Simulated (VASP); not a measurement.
The system is Sr.

```
Sr
1.0
     0.00000    3.10202    3.10202
     3.10202    0.00000    3.10202
     3.10202    3.10202    0.00000
Sr
1
Direct
  0.00000 0.00000 0.00000
```

This cell differs from its parent crystal: volume scaled by 1.06.

Base run:

```yaml
Program: VASP 6.6.1
Functional: LDA
Potentials_or_basis: VASP PAW LDA potentials, release 64 (Sr_sv)
Cutoff: 520 eV
k_mesh: 8 × 8 × 8
Occupations: fermi-dirac, width 0.05 eV
Spin: no spin polarisation
```

Its results: band gap on the k mesh zero (band 5 reaches 1.27 eV, above the bottom of band 6 at 1.18 eV); pressure -2.0 GPa.

**Question.** The run is repeated on the same cell with these changes: k mesh from 8 × 8 × 8 to 6 × 6 × 6; further incar settings from ALGO = Fast; EDIFF = 1e-06; NBANDS = 11 to ALGO = Normal; EDIFF = 1e-06; NBANDS = 11. What comes out?

**Answer.** Band gap on the k mesh 0.11 eV, indirect (the least direct gap lies 1.6 meV higher); pressure -2.0 GPa.

A k mesh can miss the band edges.
